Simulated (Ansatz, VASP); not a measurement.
**Two plane-wave programs on Ge**

```
Ge
1.0
     0.00000    2.87445    2.87445
     2.87445    0.00000    2.87445
     2.87445    2.87445    0.00000
Ge
2
Direct
  0.87500 0.87500 0.87500
  0.12500 0.12500 0.12500
```

Alike in both runs: task relaxation of cell and atoms; functional PBE; k mesh 11 × 11 × 11; occupations fermi-dirac, width 0.08 eV; no spin polarisation.

|  | VASP | Ansatz |
| --- | --- | --- |
| version | VASP 6.6.1 | Ansatz 0.2.0 |
| potentials or method | VASP PAW PBE potentials, release 64 (Ge_d) | PAW with Ansatz's default frozen-core files, scalar-relativistic |
| plane-wave cutoff (eV) | 600 | 420 |
| valence electrons in the cell | 28 | 28 |

```tsv
	VASP	Ansatz	Ansatz less VASP
relaxed volume (Å³/atom)	23.90	23.92	+0.017
relaxed cell length with the largest relative difference (Å)	4.074	4.075	+0.0010
```
